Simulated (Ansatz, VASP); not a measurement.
## Two plane-wave programs on Si2N

```
Si N
1.0
     4.32735    0.00000    0.00000
    -2.16367    3.74759    0.00000
     0.00000    0.00000   15.00000
Si N
2 1
Direct
  0.33333 0.66667 0.50678
  0.66667 0.33333 0.50678
  0.00000 0.00000 0.49322
```

Alike in both runs: task single point; functional PBE; k mesh 6 × 6 × 1; occupations gaussian, width 0.1 eV; no spin polarisation.

|  | VASP | Ansatz |
| --- | --- | --- |
| version | VASP 6.6.1 | Ansatz 0.2.0 |
| potentials or method | VASP PAW PBE potentials, release 64 (Si, N), cutoff 520 eV | scalar-relativistic, plane waves, PAW |
| valence electrons in the cell | 13 | 13 |

VASP gave:

- gap on the k mesh at the Fermi level (eV): none
- rms of the force components (eV/Å): 0.077

Q: Estimate Ansatz's values.

A: gap on the k mesh at the Fermi level (eV): none; rms of the force components (eV/Å): 0.076.

Atom by atom the forces differ by 0.000 eV/Å (rms over components). A gap of «none» marks a metal or a gap that the smearing closes. Ansatz's warnings: slab cell height set.
